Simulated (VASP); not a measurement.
# Mg2C3 (C2/m) in VASP: a series of runs, part 2 of 2

VASP 6.6.1. The steps go on from the part before.

## (3) Single point, PBEsol

This run uses another cell than the first one, of 8.97 Å³/atom.

The input, INCAR:

```
SYSTEM = Mg2C3
ALGO = Normal ; EDIFF = 1E-6
ENCUT = 840 ; GGA = PS
GGA_COMPAT = .FALSE. ; ISIF = 2
ISMEAR = 0 ; LASPH = .TRUE.
LCHARG = .FALSE. ; LREAL = .FALSE.
LWAVE = .FALSE. ; NBANDS = 24
NELM = 120 ; PREC = Accurate
SIGMA = 0.02
```

The input, KPOINTS:

```
k-points
0
G
  10 10 6
  0 0 0
```

The input, POSCAR:

```
Mg2C3
1.0
    2.2663510981     -2.1712922823      0.0404613710
    2.2663510981      2.1712922823      0.0404613710
   -1.0698708650      0.0000000000      4.5393284977
Mg C
2 3
Direct
    0.8084443606      0.8084443606      0.2054743098
    0.1915556394      0.1915556394      0.7945256902
    0.2923208903      0.2923208903      0.2592905267
    0.7076791097      0.7076791097      0.7407094733
    0.5000000000      0.5000000000      0.5000000000
```

Potentials or basis: VASP PAW PBE potentials, release 64 (Mg_sv, C).

Command:

```sh
> cat potpaw_PBE.64/Mg_sv/POTCAR potpaw_PBE.64/C/POTCAR > POTCAR
> mpirun -np 1 vasp_std > vasp.out
```

OUTCAR:

```text
SYSTEM = Mg2C3
   EDIFF = 1E-6
   ENCUT = 840
   GGA = PS
   ISIF = 2
   ISMEAR = 0
   LASPH = .TRUE.
   LREAL = .FALSE.
   NELM = 120
   PREC = Accurate

 ion  position               nearest neighbor table
   1  0.808  0.808  0.205-   4 2.12   3 2.15   5 2.16
   2  0.192  0.192  0.795-   3 2.12   4 2.15   5 2.16
   3  0.292  0.292  0.259-   5 1.30   2 2.12   1 2.15
   4  0.708  0.708  0.741-   5 1.30   1 2.12   2 2.15
   5  0.500  0.500  0.500-   3 1.30   4 1.30   1 2.16   2 2.16

  LATTYP: Found a base centered monoclinic cell.
 ALAT       =     4.5334244992
 B/A-ratio  =     0.9579038022
 C/A-ratio  =     1.0287373552
 COS(beta)  =    -0.2119929693

  Lattice vectors:

 A1 = (   2.2663510981,  -2.1712922823,   0.0404613710)
 A2 = (   2.2663510981,   2.1712922823,   0.0404613710)
 A3 = (  -1.0698708650,   0.0000000000,   4.5393284977)

Analysis of symmetry for initial positions (statically):
=====================================================================
 Subroutine PRICEL returns:
 Original cell was already a primitive cell.

 Routine SETGRP: Setting up the symmetry group for a
 base centered monoclinic supercell.

 Subroutine GETGRP returns: Found  4 space group operations
 (whereof  4 operations were pure point group operations)
 out of a pool of  4 trial point group operations.

The static configuration has the point symmetry C_2h.

Analysis of symmetry for dynamics (positions and initial velocities):
=====================================================================
 Subroutine PRICEL returns:
 Original cell was already a primitive cell.

 Routine SETGRP: Setting up the symmetry group for a
 base centered monoclinic supercell.

 Subroutine GETGRP returns: Found  4 space group operations
 (whereof  4 operations were pure point group operations)
 out of a pool of  4 trial point group operations.

The dynamic configuration has the point symmetry C_2h.
[... 124 lines left out ...]
     AMIX     =   0.40;   BMIX     =  1.00
     AMIX_MAG =   1.60;   BMIX_MAG =  1.00
  volume/ion in A,a.u.               =       8.97        60.55
  Fermi-wavevector in a.u.,A,eV,Ry     =   1.462720  2.764140 29.110351  2.139550
  Thomas-Fermi vector in A             =   2.578900
   LORBIT       =      0    0 simple, 1 ext, 2 COOP (PROOUT), +10 PAW based schemes
   GGA     = PS    functional components
   LHFCALC =     F    Hartree Fock is set to
   AEXX    =    0.0000 exact exchange contribution
   IVDW    =     0    specifies the selected vdW correction
   LEPSILON=     F    determine dielectric tensor
   LRPA    =     F    only Hartree local field effects (RPA)
 non-spin polarized calculation
 Gauss-broadening in eV      SIGMA  =   0.02
  energy-cutoff  :      840.00
  volume of cell :       44.86
 maximum number of plane-waves:      2520
 NGX is ok and might be reduce to    30
   NGX = 15   NGY = 15   NGZ = 23

 number of electron      31.9999986 magnetization

 Free energy of the ion-electron system (eV)
  ---------------------------------------------------
  ext. energy  EPLUGINS =         0.00000000
  ---------------------------------------------------
  free energy    TOTEN  =       -30.60253112 eV

  energy without entropy =      -30.60253112  energy(sigma->0) =      -30.60253112

 E-fermi :   5.8889     XC(G=0): -11.6749

 val. band max:        5.7562904737   @ k =   0.1000   0.1000   0.3333
 cond. band min:       7.4951165325   @ k =   0.5000   0.5000  -0.0000
 fundamental gap:      1.7388260588
 Fermi energy:         5.8888920516

 k-point     1 :       0.0000    0.0000    0.0000
  band No.  band energies     occupation
      1     -68.3783      2.00000
      2     -68.3675      2.00000
      3     -35.3959      2.00000
      4     -35.3373      2.00000
      5     -35.3361      2.00000
      6     -35.3092      2.00000
[... 637 lines left out ...]
     23      18.0507      0.00000
     24      18.6161      0.00000

 [... further k-points ...]

------------------------ aborting loop because EDIFF is reached ----------------------------------------

  FORCE on cell =-STRESS in cart. coord.  units (eV):
  Direction    XX          YY          ZZ          XY          YZ          ZX
  --------------------------------------------------------------------------------------
  -------------------------------------------------------------------------------------
  Total        8.4455324      8.4351845      8.4505255      0.0000000      0.0000000      0.0275535
  in kB      301.6108398    301.2412887    301.7891549      0.0000000      0.0000000      0.9840047
  external PRESSURE =     301.5470945 kB  Pullay stress =       0.0000000 kB

 VOLUME and BASIS-vectors are now :
 -----------------------------------------------------------------------------
  energy-cutoff  :      840.00
  volume of cell :       44.86
      direct lattice vectors                 reciprocal lattice vectors
     2.266351098 -2.171292282  0.040461371     0.219694524 -0.230277611  0.051779634
     2.266351098  2.171292282  0.040461371     0.219694524  0.230277611  0.051779634
    -1.069870865  0.000000000  4.539328498    -0.003916501  0.000000000  0.219373824

 POSITION                                       TOTAL-FORCE (eV/Angst)
 -----------------------------------------------------------------------------------
      3.44461      0.00000      0.99814         0.008753      0.000000     -0.003235
      0.01822      0.00000      3.62211        -0.008753      0.000000      0.003235
      1.04760      0.00000      1.20066        -0.018524      0.000000     -0.027501
      2.41524      0.00000      3.41959         0.018524      0.000000      0.027501
      1.73142      0.00000      2.31013         0.000000      0.000000      0.000000
 -----------------------------------------------------------------------------------
    total drift:                                0.000000      0.000000      0.000000

  FREE ENERGIE OF THE ION-ELECTRON SYSTEM (eV)
  ---------------------------------------------------
  free  energy   TOTEN  =       -30.6025311185 eV

  energy  without entropy=      -30.6025311185  energy(sigma->0) =      -30.60253112
```

It took 3.9 min on 1 thread of Intel Xeon Platinum 8375C at 2.90GHz (Ice Lake), shared host; peak memory 0.42 GiB.

Results:

| Property | Result |
| --- | --- |
| Free energy | -30.6025 eV |
| Pressure | 30.2 GPa |
| Largest force | 0.033 eV/Å |
| Band gap on the k mesh | 1.74 eV (least direct gap 2.90 eV) |

Forces on the atoms (eV/Å):
```
Mg   0.009  0.000 -0.003
Mg  -0.009  0.000  0.003
C   -0.019  0.000 -0.028
C    0.019  0.000  0.028
C    0.000  0.000  0.000
```

Stress tensor (GPa, compression positive):
```
30.16  0.00  0.10
 0.00 30.12  0.00
 0.10  0.00 30.18
```

Caveat: the cell stands under pressure; the PAW data sets were made with another functional, which shifts forces and pressure a little. A k mesh can miss the band edges.

## (4) Single point, PBEsol (11.11 Å³/atom)

This run uses another cell than the first one, of 11.11 Å³/atom.

The input, INCAR:

```
SYSTEM = Mg2C3
PREC = Accurate
ENCUT = 840
EDIFF = 1E-6
ISMEAR = 0
SIGMA = 0.02
LREAL = .False.
LASPH = .True.
NELM = 120
ALGO = Normal
ISIF = 2
LWAVE = .False.
LCHARG = .True.
GGA = PS
LELF = .True.
LVHAR = .True.
NBANDS = 24
GGA_COMPAT = .False.
```

The input, KPOINTS:

```
Automatic mesh
0
Gamma
  8 8 6
  0 0 0
```

The input, POSCAR:

```
Mg2C3
1.0
    2.4221397342     -2.3538495195     -0.0036103523
    2.4221397342      2.3538495195     -0.0036103523
   -1.2377427025      0.0000000000      4.8728902728
Mg C
2 3
Direct
    0.8096089920      0.8096089920      0.1985392608
    0.1903910080      0.1903910080      0.8014607392
    0.3014661646      0.3014661646      0.2634723852
    0.6985338354      0.6985338354      0.7365276148
    0.5000000000      0.5000000000      0.5000000000
```

Command:

```sh
> cat potpaw_PBE.64/Mg_sv/POTCAR potpaw_PBE.64/C/POTCAR > POTCAR
> mpirun -np 1 vasp_std > vasp.out
```

It took 3.5 min on 1 thread of Intel Xeon Platinum 8375C at 2.90GHz (Ice Lake), shared host; peak memory 0.38 GiB.

It converged, with:

* Free energy: -31.3340 eV
* Pressure: -3.1 GPa
* Largest force: 0.042 eV/Å
* Band gap on the k mesh: 1.66 eV (least direct gap 2.33 eV)

Forces in eV/Å, atoms in the order of the input:
```
Mg   0.006  0.000 -0.005
Mg  -0.006  0.000  0.005
C   -0.018  0.000 -0.038
C    0.018  0.000  0.038
C    0.000  0.000  0.000
```

Stress tensor (GPa, compression positive):
```
-3.16  0.00  0.08
 0.00 -3.19  0.00
 0.08  0.00 -2.99
```

Levels at points of the mesh, in eV from the valence-band top:
```tsv
k point	band 12	band 13	band 14	band 15	band 16	band 17	band 18	band 19	band 20	band 21
(0.00, 0.00, 0.00)	-4.11	-3.38	-2.96	-1.47	-0.70	3.21	3.46	4.08	7.29	7.53
(0.50, 0.00, 0.00)	-5.14	-4.74	-3.20	-3.13	-0.15	2.96	4.55	6.05	6.44	7.67
(0.50, 0.50, 0.00)	-5.78	-5.36	-3.73	-2.38	-1.17	1.66	1.89	3.04	5.44	9.40
(0.00, 0.00, 0.50)	-4.31	-3.79	-3.55	-0.98	0.00	3.14	3.44	3.90	5.68	6.98
(0.50, 0.00, 0.50)	-6.35	-4.06	-3.15	-1.31	-0.24	2.10	3.83	5.62	6.44	7.06
(0.50, 0.50, 0.50)	-5.85	-5.11	-3.93	-2.93	-2.05	2.03	3.33	5.46	6.29	7.49
```

Caveat: the cell stands under tension; the PAW data sets were made with another functional, which shifts forces and pressure a little. A k mesh can miss the band edges.

## (5) Single point, PBEsol (10.14 Å³/atom)

This run uses another cell than the first one, of 10.14 Å³/atom.

The input, INCAR:

```
SYSTEM = Mg2C3
ALGO = Normal
EDIFF = 1E-6
ENCUT = 840
GGA = PS
GGA_COMPAT = .FALSE.
ISIF = 2
ISMEAR = 0
LASPH = .TRUE.
LCHARG = .TRUE.
LELF = .TRUE.
LREAL = .FALSE.
LVHAR = .TRUE.
LWAVE = .FALSE.
NBANDS = 24
NELM = 120
PREC = Accurate
SIGMA = 0.02
```

The input, KPOINTS:

```
k-points
0
G
  8 8 6
  0 0 0
```

The input, POSCAR:

```
Mg2C3
1.0
    2.3522480477     -2.2732306921      0.0168930413
    2.3522480477      2.2732306921      0.0168930413
   -1.1609274270      0.0000000000      4.7315067706
Mg C
2 3
Direct
    0.8085130078      0.8085130078      0.2017959147
    0.1914869922      0.1914869922      0.7982040853
    0.2974967844      0.2974967844      0.2616501727
    0.7025032156      0.7025032156      0.7383498273
    0.5000000000      0.5000000000      0.5000000000
```

Command:

```sh
> cat potpaw_PBE.64/Mg_sv/POTCAR potpaw_PBE.64/C/POTCAR > POTCAR
> mpirun -np 1 vasp_std > vasp.out
```

Run time: 2.5 min. Hardware: 1 thread of Intel Xeon Platinum 8259CL at 2.50GHz (Skylake/Cascade Lake), shared host; peak memory 0.36 GiB.

The run converged. Its results:

```yaml
Free_energy: -31.2669 eV
Pressure: 7.9 GPa
Largest_force: 0.028 eV/Å
Band_gap_on_the_k_mesh: 1.74 eV (least direct gap 2.56 eV)
```

Forces in eV/Å, atoms in the order of the input:
```
Mg   0.009  0.000  0.004
Mg  -0.009  0.000 -0.004
C   -0.019  0.000 -0.021
C    0.019  0.000  0.021
C    0.000  0.000  0.000
```

Stress tensor (GPa, compression positive):
```
7.88 0.00 0.09
0.00 7.83 0.00
0.09 0.00 7.95
```

Levels at points of the mesh, in eV from the valence-band top:
```csv
k point,band 13,band 14,band 15,band 16,band 17,band 18,band 19,band 20
"(0.00, 0.00, 0.00)",-3.33,-2.87,-1.53,-0.73,3.74,4.06,4.07,7.86
"(0.50, 0.00, 0.00)",-4.85,-3.24,-3.13,-0.16,2.93,4.87,6.78,7.26
"(0.50, 0.50, 0.00)",-5.48,-3.74,-2.41,-1.21,1.74,2.29,3.32,5.68
"(0.00, 0.00, 0.50)",-3.77,-3.52,-0.96,0.00,3.18,3.41,4.79,5.92
"(0.50, 0.00, 0.50)",-4.10,-3.08,-1.24,-0.25,2.31,3.87,6.20,7.17
"(0.50, 0.50, 0.50)",-5.19,-3.95,-3.07,-2.14,2.17,3.93,5.73,7.19
```

Caveat: the cell stands under pressure; the PAW data sets were made with another functional, which shifts forces and pressure a little. A k mesh can miss the band edges.

## (6) Summary

| cell | k mesh | gap on the mesh (eV) | pressure (GPa) | largest force (eV/Å) |
| --- | --- | --- | --- | --- |
| a = 3.454, b = 3.454, c = 5.155 Å, angles 100.9, 100.9, 88.6°, 5 atoms, atomic positions A | 8 × 8 × 6 | 1.46 | -8.7 | 0.03 |
| a = 3.139, b = 3.139, c = 4.664 Å, angles 98.8, 98.8, 87.5°, 5 atoms, atomic positions B | 10 × 10 × 6 | 1.74 | 30.2 | 0.03 |
| a = 3.377, b = 3.377, c = 5.028 Å, angles 100.2, 100.2, 88.4°, 5 atoms, atomic positions C | 8 × 8 × 6 | 1.66 | -3.1 | 0.04 |
| a = 3.271, b = 3.271, c = 4.872 Å, angles 99.6, 99.6, 88.0°, 5 atoms, atomic positions D | 8 × 8 × 6 | 1.74 | 7.9 | 0.03 |

Alike in all rows: task single point; level PBEsol; potentials or basis VASP PAW PBE potentials, release 64 (Mg_sv, C); no spin polarisation; cutoff (eV) 840; smearing gaussian 0.02 eV.

Caveats: the PAW data sets were made with another functional, which shifts forces and pressure a little; the cell stands under tension (at least some runs); the cell stands under pressure (at least some runs).

Absolute energies hang on the potentials; compare differences alone.
